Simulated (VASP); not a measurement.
# Li32ZnF32 (a cell with a defect) in VASP: single point with r2SCAN

Aim: the single point of Li32ZnF32 (a cell with a defect) with r2SCAN.

Program: VASP 6.6.1. These are calculated values, not measurements. Logs are shortened: lines on timing, memory, paths and dates and some standing lists are left out, and cuts for length are marked.

## (1) The cell of the first run

The cell holds a defect, 65 atoms: a = 8.015 Å, b = 8.015 Å, c = 8.015 Å, α = 90.00°, β = 90.00°, γ = 90.00°.

## (2) Single point, r2SCAN

The input, POSCAR:

```
Li32ZnF32
1.0
    8.0151850000      0.0000000000      0.0000000000
    0.0000000000      8.0151850000      0.0000000000
    0.0000000000      0.0000000000      8.0151850000
F Li Zn
32 32 1
Direct
    0.2529600000      0.9988920000      0.9987980000
    0.2525080000      0.0011280000      0.5042900000
    0.2525400000      0.5043040000      0.0011260000
    0.2592670000      0.4976530000      0.4974640000
    0.7506300000      0.0015360000      0.0015150000
    0.7512580000      0.0035170000      0.5014230000
    0.7513050000      0.5014580000      0.0034520000
    0.7602450000      0.5016450000      0.5017330000
    0.9993640000      0.2524860000      0.9987960000
    0.0015890000      0.2520330000      0.5042920000
    0.0020090000      0.7501580000      0.0015140000
    0.0039960000      0.7507850000      0.5014230000
    0.5047770000      0.2520660000      0.0011200000
    0.4981500000      0.2587930000      0.4974760000
    0.5019310000      0.7508310000      0.0034550000
    0.5021100000      0.7597720000      0.5017270000
    0.9993220000      0.9988460000      0.2524400000
    0.0020080000      0.0015330000      0.7501500000
    0.0015300000      0.5043150000      0.2519930000
    0.0040320000      0.5014600000      0.7507660000
    0.5047860000      0.0010590000      0.2519930000
    0.5019330000      0.0035560000      0.7507660000
    0.4982960000      0.4978140000      0.2586830000
    0.5022080000      0.5017380000      0.7597070000
    0.2386010000      0.2381350000      0.2381820000
    0.2531830000      0.2527090000      0.7587110000
    0.2531140000      0.7588630000      0.2526020000
    0.2551240000      0.7489340000      0.7489030000
    0.7593440000      0.2526400000      0.2526000000
    0.7494080000      0.2546490000      0.7489050000
    0.7493940000      0.7489200000      0.2546500000
    0.7495010000      0.7490280000      0.7489760000
    0.0012740000      0.0007990000      0.0007470000
    0.9984520000      0.9979800000      0.5010970000
    0.9984260000      0.5011150000      0.9979110000
    0.0037890000      0.5027360000      0.5026740000
    0.5015850000      0.9979490000      0.9979090000
    0.5032100000      0.0033170000      0.5026740000
    0.5032160000      0.5027430000      0.0032640000
    0.3577000000      0.3571990000      0.3567670000
    0.2477190000      0.2472500000      0.9991520000
    0.2210890000      0.2206280000      0.5408580000
    0.2501860000      0.7586360000      0.9948880000
    0.2438060000      0.7636740000      0.5029750000
    0.7591140000      0.2497120000      0.9948820000
    0.7641360000      0.2433300000      0.5029770000
    0.7537440000      0.7532700000      0.0011850000
    0.7654740000      0.7649960000      0.5026370000
    0.2476870000      0.9991990000      0.2471720000
    0.2501640000      0.9949860000      0.7585210000
    0.2208810000      0.5411760000      0.2205360000
    0.2438150000      0.5030380000      0.7636200000
    0.7590950000      0.9948760000      0.2496620000
    0.7537590000      0.0012520000      0.7532440000
    0.7640830000      0.5030010000      0.2432840000
    0.7654710000      0.5026510000      0.7649210000
    0.9996710000      0.2472160000      0.2471740000
    0.9954540000      0.2496900000      0.7585190000
    0.9953530000      0.7586170000      0.2496600000
    0.0017260000      0.7532860000      0.7532440000
    0.5416670000      0.2204000000      0.2205180000
    0.5035110000      0.2433390000      0.7636150000
    0.5034720000      0.7636100000      0.2432850000
    0.5031220000      0.7649960000      0.7649250000
    0.5203450000      0.5198770000      0.5198280000
```

The input, INCAR.step1:

```
SYSTEM = Li32ZnF32
PREC = Accurate
ENCUT = 720
ISMEAR = -1
SIGMA = 0.05
LREAL = Auto
LASPH = .TRUE.
NELM = 120
NBANDS = 204
NELECT = 330.0
ISYM = 0
GGA = PE
ALGO = Normal
EDIFF = 1E-5
LWAVE = .TRUE.
LCHARG = .FALSE.
GGA_COMPAT = .FALSE.
```

The input, INCAR.step2:

```
SYSTEM = Li32ZnF32
PREC = Accurate
ENCUT = 720
EDIFF = 1E-6
ISMEAR = -1
SIGMA = 0.05
LREAL = Auto
LASPH = .TRUE.
NELM = 120
ALGO = Normal
ISIF = 2
LWAVE = .FALSE.
LCHARG = .TRUE.
METAGGA = R2SCAN
LMIXTAU = .TRUE.
LELF = .TRUE.
LVHAR = .TRUE.
NBANDS = 204
NELECT = 330.0
ISYM = 0
ISTART = 1
GGA_COMPAT = .FALSE.
```

The input, KPOINTS:

```
Automatic mesh
0
Gamma
  1 1 1
  0.25 0.25 0.25
```

Potentials or basis: VASP PAW PBE potentials, release 64 (F, Li_sv, Zn).

Launch:

```
$ cat potpaw_PBE.64/F/POTCAR potpaw_PBE.64/Li_sv/POTCAR potpaw_PBE.64/Zn/POTCAR > POTCAR
$ cp INCAR.step1 INCAR
$ mpirun -np 1 vasp_std > vasp.out
$ cp INCAR.step2 INCAR
$ mpirun -np 1 vasp_std > vasp.out
```

OUTCAR:

```text
SYSTEM = Li32ZnF32
   PREC = Accurate
   ENCUT = 720
   EDIFF = 1E-6
   ISMEAR = -1
   LREAL = Auto
   LASPH = .TRUE.
   NELM = 120
   ISIF = 2
   METAGGA = R2SCAN
   NELECT = 330.0
   ISYM = 0
   ISTART = 1

 ion  position               nearest neighbor table
   1  0.253  0.999  0.999-  43 1.93  50 1.93  41 1.99  49 1.99  37 1.99  33 2.02
   2  0.253  0.001  0.504-  42 1.80  44 1.90  38 2.01  34 2.04  50 2.04  49 2.06
   3  0.253  0.504  0.001-  51 1.80  52 1.90  39 2.01  35 2.04  43 2.04  41 2.06
   4  0.259  0.498  0.497-  40 1.78  36 2.05  65 2.11  44 2.14  52 2.14
   5  0.751  0.002  0.002-  47 1.99  54 1.99  53 1.99  45 1.99  37 2.00  33 2.01
   6  0.751  0.004  0.501-  48 1.92  46 1.92  34 1.98  38 1.99  54 2.02  53 2.02
   7  0.751  0.501  0.003-  56 1.92  55 1.93  35 1.98  39 1.99  47 2.02  45 2.02
   8  0.760  0.502  0.502-  65 1.93  36 1.95  46 2.07  55 2.07  56 2.11  48 2.11
   9  0.999  0.252  0.999-  45 1.93  58 1.93  41 1.99  57 1.99  35 1.99  33 2.02
  10  0.002  0.252  0.504-  42 1.80  46 1.90  36 2.01  34 2.04  58 2.04  57 2.06
  11  0.002  0.750  0.002-  47 1.99  60 1.99  59 1.99  43 1.99  35 2.00  33 2.01
  12  0.004  0.751  0.501-  48 1.92  44 1.92  34 1.98  36 1.99  60 2.02  59 2.02
  13  0.505  0.252  0.001-  61 1.80  62 1.90  39 2.01  37 2.04  45 2.04  41 2.06
  14  0.498  0.259  0.497-  40 1.78  38 2.05  65 2.11  46 2.14  62 2.14
  15  0.502  0.751  0.003-  64 1.92  63 1.93  37 1.98  39 1.99  47 2.02  43 2.02
  16  0.502  0.760  0.502-  65 1.93  38 1.95  44 2.07  63 2.07  64 2.11  48 2.11
  17  0.999  0.999  0.252-  53 1.93  59 1.93  49 1.99  57 1.99  34 1.99  33 2.02
  18  0.002  0.002  0.750-  60 1.99  54 1.99  50 1.99  58 1.99  34 2.00  33 2.01
  19  0.002  0.504  0.252-  51 1.80  55 1.90  36 2.01  35 2.04  59 2.04  57 2.06
  20  0.004  0.501  0.751-  56 1.92  52 1.92  35 1.98  36 1.99  60 2.02  58 2.02
  21  0.505  0.001  0.252-  61 1.80  63 1.90  38 2.01  37 2.04  53 2.04  49 2.06
  22  0.502  0.004  0.751-  64 1.92  62 1.92  37 1.98  38 1.99  54 2.02  50 2.02
  23  0.498  0.498  0.259-  40 1.78  39 2.05  65 2.11  55 2.13  63 2.13
  24  0.502  0.502  0.760-  65 1.93  39 1.95  52 2.07  62 2.07  64 2.11  56 2.11
  25  0.239  0.238  0.238-  40 1.65  57 1.92  49 1.92  41 1.92
  26  0.253  0.253  0.759-  42 1.78  41 1.93  62 2.01  52 2.01  50 2.07  58 2.07
  27  0.253  0.759  0.253-  51 1.78  49 1.93  63 2.01  44 2.01  43 2.07  59 2.07
  28  0.255  0.749  0.749-  43 1.97  50 1.97  52 1.98  44 1.98  64 2.00  60 2.03
  29  0.759  0.253  0.253-  61 1.78  57 1.93  55 2.01  46 2.01  45 2.07  53 2.07
  30  0.749  0.255  0.749-  45 1.97  58 1.97  62 1.98  46 1.98  56 2.00  54 2.03
  31  0.749  0.749  0.255-  53 1.97  59 1.97  55 1.98  63 1.98  48 2.00  47 2.03
  32  0.750  0.749  0.749-  48 1.98  56 1.98  64 1.98  47 2.02  54 2.02  60 2.02
  33  0.001  0.001  0.001-  18 2.01  11 2.01   5 2.01   1 2.02   9 2.02  17 2.02
  34  0.998  0.998  0.501-   6 1.98  12 1.98  17 1.99  18 2.00  10 2.04   2 2.04  42 2.54
  35  0.998  0.501  0.998-   7 1.98  20 1.98   9 1.99  11 2.00  19 2.04   3 2.04  51 2.54
  36  0.004  0.503  0.503-   8 1.95  12 1.99  20 1.99  19 2.01  10 2.01   4 2.05
  37  0.502  0.998  0.998-  15 1.98  22 1.98   1 1.99   5 2.00  21 2.04  13 2.04  61 2.54
  38  0.503  0.003  0.503-  16 1.95   6 1.99  22 1.99  21 2.01   2 2.01  14 2.05
  39  0.503  0.503  0.003-  24 1.95  15 1.99   7 1.99   3 2.01  13 2.01  23 2.05
  40  0.358  0.357  0.357-  25 1.65  23 1.78  14 1.78   4 1.78  61 2.14  51 2.14  42 2.14  65 2.26

  41  0.248  0.247  0.999-  25 1.92  26 1.93   9 1.99   1 1.99   3 2.06  13 2.06
  42  0.221  0.221  0.541-  26 1.78  10 1.80   2 1.80  40 2.14  58 2.52  50 2.52  34 2.54
  43  0.250  0.759  0.995-   1 1.93  28 1.97  11 1.99  15 2.02   3 2.04  27 2.07  51 2.52
  44  0.244  0.764  0.503-   2 1.90  12 1.92  28 1.98  27 2.01  16 2.07   4 2.14
  45  0.759  0.250  0.995-   9 1.93  30 1.97   5 1.99   7 2.02  13 2.04  29 2.07  61 2.52
  46  0.764  0.243  0.503-  10 1.90   6 1.92  30 1.98  29 2.01   8 2.07  14 2.14
  47  0.754  0.753  0.001-  11 1.99   5 1.99   7 2.02  15 2.02  32 2.02  31 2.03
  48  0.765  0.765  0.503-   6 1.92  12 1.92  32 1.98  31 2.00   8 2.11  16 2.11  65 2.78
  49  0.248  0.999  0.247-  25 1.92  27 1.93  17 1.99   1 1.99  21 2.06   2 2.06
  50  0.250  0.995  0.759-   1 1.93  28 1.97  18 1.99  22 2.02   2 2.04  26 2.07  42 2.52
  51  0.221  0.541  0.221-  27 1.78  19 1.80   3 1.80  40 2.14  59 2.52  43 2.52  35 2.54
  52  0.244  0.503  0.764-   3 1.90  20 1.92  28 1.98  26 2.01  24 2.07   4 2.14
  53  0.759  0.995  0.250-  17 1.93  31 1.97   5 1.99   6 2.02  21 2.04  29 2.07  61 2.52
  54  0.754  0.001  0.753-  18 1.99   5 1.99   6 2.02  22 2.02  32 2.02  30 2.03
  55  0.764  0.503  0.243-  19 1.90   7 1.93  31 1.98  29 2.01   8 2.07  23 2.13
  56  0.765  0.503  0.765-   7 1.92  20 1.92  32 1.98  30 2.00   8 2.11  24 2.11  65 2.78
  57  1.000  0.247  0.247-  25 1.92  29 1.93  17 1.99   9 1.99  19 2.06  10 2.06
  58  0.995  0.250  0.759-   9 1.93  30 1.97  18 1.99  20 2.02  10 2.04  26 2.07  42 2.52
  59  0.995  0.759  0.250-  17 1.93  31 1.97  11 1.99  12 2.02  19 2.04  27 2.07  51 2.52
  60  0.002  0.753  0.753-  18 1.99  11 1.99  12 2.02  20 2.02  32 2.02  28 2.03
[... 198 lines left out ...]
   NGXF,Y,Z  is equivalent  to a cutoff of  29.04, 29.04, 29.04 a.u.
 SYSTEM =  Li32ZnF32
   PREC   = accura    normal or accurate (medium, high low for compatibility)
   ISTART =      1    job   : 0-new  1-cont  2-samecut
   ICHARG =      0    charge: 1-file 2-atom 10-const
   ISPIN  =      1    spin polarized calculation?
   LNONCOLLINEAR =      F non collinear calculations
   LSORBIT =      F    spin-orbit coupling
   LASPH  =      T    aspherical Exc in radial PAW
   ENCUT  =  720.0 eV  52.92 Ry    7.27 a.u.  17.54 17.54 17.54*2*pi/ulx,y,z
   NELM   =    120;   NELMIN=  2; NELMDL=  0     # of ELM steps
   EDIFF  = 0.1E-05   stopping-criterion for ELM
   LREAL  =      T    real-space projection
   EDIFFG = 0.1E-04   stopping-criterion for IOM
   NSW    =      0    number of steps for IOM
   IBRION =     -1    ionic relax: 0-MD 1-quasi-New 2-CG
   NFREE  =      0    steps in history (QN), initial steepest desc. (CG)
   ISIF   =      2    stress and relaxation
   ISYM   =      0    0-nonsym 1-usesym 2-fastsym
   POTIM  = 0.5000    time-step for ionic-motion
   TEBEG  =    0.0;   TEEND  =   0.0 temperature during run
   PSTRESS=    0.0 pullay stress
   NELECT =     330.0000    total number of electrons
   NUPDOWN=      -1.0000    fix difference up-down
   EMIN   =  10.00;   EMAX   =-10.00  energy-range for DOS
   EFERMI =   0.00;   METHOD = LEGACY
   ISMEAR =    -1;   SIGMA  =   0.05  broadening in eV -4-tet -1-fermi 0-gaus
   EFERMI_NEDOS =   21; number of points for ismear=-14 and -15
   IALGO  =     38    algorithm
   IMIX   =      4    mixing-type and parameters
     AMIX     =   0.40;   BMIX     =  1.00
     AMIX_MAG =   1.60;   BMIX_MAG =  1.00
  volume/ion in A,a.u.               =       7.92        53.46
  Fermi-wavevector in a.u.,A,eV,Ry     =   1.411451  2.667256 27.105459  1.992195
  Thomas-Fermi vector in A             =   2.533301
   LORBIT       =      0    0 simple, 1 ext, 2 COOP (PROOUT), +10 PAW based schemes
   METAGGA = R2SCAN    functional components
   LHFCALC =     F    Hartree Fock is set to
   AEXX    =    0.0000 exact exchange contribution
   IVDW    =     0    specifies the selected vdW correction
   LEPSILON=     F    determine dielectric tensor
   LRPA    =     F    only Hartree local field effects (RPA)
 non-spin polarized calculation
  energy-cutoff  :      720.00
  volume of cell :      514.92
 maximum number of plane-waves:     22559
 NGX is ok and might be reduce to    70
   NGX = 35   NGY = 35   NGZ = 35

 number of electron     330.0000018 magnetization

 Free energy of the ion-electron system (eV)
  ---------------------------------------------------
  ext. energy  EPLUGINS =         0.00000000
  ---------------------------------------------------
  free energy    TOTEN  =      -393.07231240 eV

  energy without entropy =     -393.07231240  energy(sigma->0) =     -393.07231240

 E-fermi :   0.0927     XC(G=0): -10.7274

 val. band max:       -1.3075962224   @ k =   0.2500   0.2500   0.2500
 cond. band min:       7.0149783494   @ k =  -0.2500  -0.2500   0.2500
 fundamental gap:      8.3225745718
 Fermi energy:         0.0927092840

 k-point     1 :       0.2500    0.2500    0.2500
  band No.  band energies     occupation
      1     -44.4432      2.00000
      2     -43.6813      2.00000
      3     -43.6797      2.00000
      4     -43.6717      2.00000
      5     -43.2837      2.00000
      6     -43.2717      2.00000
[... 709 lines left out ...]
    176      11.2548      0.00000
    177      11.2961      0.00000
 [bands above 177 left out]

------------------------ aborting loop because EDIFF is reached ----------------------------------------

  FORCE on cell =-STRESS in cart. coord.  units (eV):
  Direction    XX          YY          ZZ          XY          YZ          ZX
  --------------------------------------------------------------------------------------
  -------------------------------------------------------------------------------------
  Total       -7.9489907     -7.9566229     -8.0087394      0.2790136      0.2457091      0.2659907
  in kB      -24.7332916    -24.7570392    -24.9191997      0.8681511      0.7645242      0.8276304
  external PRESSURE =     -24.8031768 kB  Pullay stress =       0.0000000 kB

 VOLUME and BASIS-vectors are now :
 -----------------------------------------------------------------------------
  energy-cutoff  :      720.00
  volume of cell :      514.92
      direct lattice vectors                 reciprocal lattice vectors
     8.015185000  0.000000000  0.000000000     0.124763184  0.000000000  0.000000000
     0.000000000  8.015185000  0.000000000     0.000000000  0.124763184  0.000000000
     0.000000000  0.000000000  8.015185000     0.000000000  0.000000000  0.124763184

 POSITION                                       TOTAL-FORCE (eV/Angst)
 -----------------------------------------------------------------------------------
      2.02752      8.00630      8.00555        -0.005712      0.003310      0.004537
      2.02390      0.00904      4.04198        -0.023053     -0.001691      0.002963
      2.02415      4.04209      0.00903        -0.023146      0.003886     -0.001433
      2.07807      3.98878      3.98727        -0.061882      0.019013      0.019968
      6.01644      0.01231      0.01214         0.010382     -0.001728     -0.002765
      6.02147      0.02819      4.01900         0.002999      0.002148      0.003598
[... 57 lines left out ...]
      4.03262      6.13158      6.13102        -0.011713     -0.038668     -0.039556
      4.17066      4.16691      4.16652        -0.013488     -0.012643     -0.013960
 -----------------------------------------------------------------------------------
    total drift:                                0.384492      0.186783      0.167357

  FREE ENERGIE OF THE ION-ELECTRON SYSTEM (eV)
  ---------------------------------------------------
  free  energy   TOTEN  =      -393.0723124010 eV

  energy  without entropy=     -393.0723124010  energy(sigma->0) =     -393.07231240
```

It took 2.4 h on 1 thread of Intel Xeon 8259CL, shared host; peak memory 1.1 GiB.

Results:

```
Free energy   : -393.0723 eV
Largest force : 0.116 eV/Å
```

Forces in eV/Å, atoms in the order of the input:
```
F   -0.006  0.003  0.005
F   -0.023 -0.002  0.003
F   -0.023  0.004 -0.001
F   -0.062  0.019  0.020
F    0.010 -0.002 -0.003
F    0.003  0.002  0.004
F    0.002  0.004  0.002
F    0.075 -0.008 -0.009
F   -0.002 -0.001  0.003
F   -0.007 -0.022  0.004
F   -0.006  0.009 -0.003
F    0.003  0.007  0.004
F    0.002 -0.024  0.000
F    0.012 -0.062  0.019
F    0.001  0.005  0.002
F   -0.010  0.081 -0.011
F   -0.002  0.002 -0.001
F   -0.006 -0.003  0.008
F   -0.005  0.004 -0.021
F    0.003  0.005  0.005
F    0.001  0.000 -0.022
F    0.001  0.002  0.005
F    0.013  0.018 -0.061
F   -0.014 -0.011  0.084
F   -0.071 -0.066 -0.065
F   -0.014 -0.008  0.008
F   -0.015  0.008 -0.008
F   -0.012  0.009  0.010
F    0.005 -0.011 -0.010
F    0.004 -0.005  0.010
F    0.005  0.011 -0.004
F    0.005  0.007  0.007
Li   0.054  0.027  0.026
Li  -0.027 -0.042  0.018
Li  -0.024  0.016 -0.042
Li  -0.001 -0.010 -0.016
Li   0.027 -0.033 -0.033
Li   0.019 -0.009 -0.021
Li   0.016 -0.014 -0.008
Li  -0.018 -0.025 -0.033
Li  -0.019 -0.020 -0.022
Li   0.051  0.053  0.021
Li   0.024  0.014  0.044
Li   0.013 -0.009  0.003
Li   0.025  0.000  0.019
Li  -0.010  0.011  0.002
Li  -0.009  0.012  0.021
Li  -0.022 -0.048  0.024
Li  -0.019 -0.018 -0.023
Li   0.023  0.042  0.011
Li   0.055  0.007  0.052
Li   0.014 -0.003 -0.006
Li   0.026  0.019  0.000
Li  -0.006  0.022  0.013
Li  -0.008  0.000  0.015
Li  -0.018  0.026 -0.048
Li  -0.003 -0.025 -0.026
Li   0.017  0.011  0.007
Li   0.019  0.006  0.009
Li  -0.020  0.003  0.005
Li  -0.004  0.053  0.045
Li  -0.011  0.010  0.000
Li  -0.008 -0.002  0.013
Li  -0.012 -0.039 -0.040
Zn  -0.013 -0.013 -0.014
```

Caveat: the cell carries a net charge on a neutralising background, which shifts energy and pressure; the cell is charged against a uniform background, so pressure and absolute levels hang on convention; the PAW data sets were made with another functional, which shifts forces and pressure a little.
